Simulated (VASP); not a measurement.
Here is a VASP 6.6.1 calculation.

The input INCAR:

```
  PREC = Accurate
  ENCUT = 520
  EDIFF = 1E-7
  ISMEAR = 0
  SIGMA = 0.01
  LREAL = False
  LASPH = True
  NELM = 60
  ALGO = Normal
  ISIF = 2
  LWAVE = False
  LCHARG = False
  GGA = PE
  NBANDS = 16
```

The input KPOINTS:

```
regular mesh
0
Gamma
  6 6 6
```

The input POSCAR:

```
GaN
1.0
    0.0224895254      2.2714420690      2.2714420690
    2.2714420690      0.0224895254      2.2714420690
    2.2714420690      2.2714420690      0.0224895254
Ga N
1 1
Direct
    0.0006617303      0.0006617303      0.0006617303
    0.2493382697      0.2493382697      0.2493382697
```

Potentials or basis: VASP PAW PBE potentials, release 64 (Ga_d, N).

Launch:

```sh
$ cat potpaw_PBE.64/Ga_d/POTCAR potpaw_PBE.64/N/POTCAR > POTCAR
$ mpirun -np 1 vasp_std > vasp.out
```

Question: Estimate the band gap on the k mesh.

Answer: 1.63 eV, direct.

Question: Estimate the largest force.

Answer: 0.010 eV/Å.

Question: Estimate the pressure.

Answer: 3.4 GPa.

Forces in eV/Å, atoms in the order of the input:
```
Ga   0.006  0.006  0.006
N   -0.006 -0.006 -0.006
```

Caveat: the cell differs from its parent crystal (strain along [111] +1.5%).
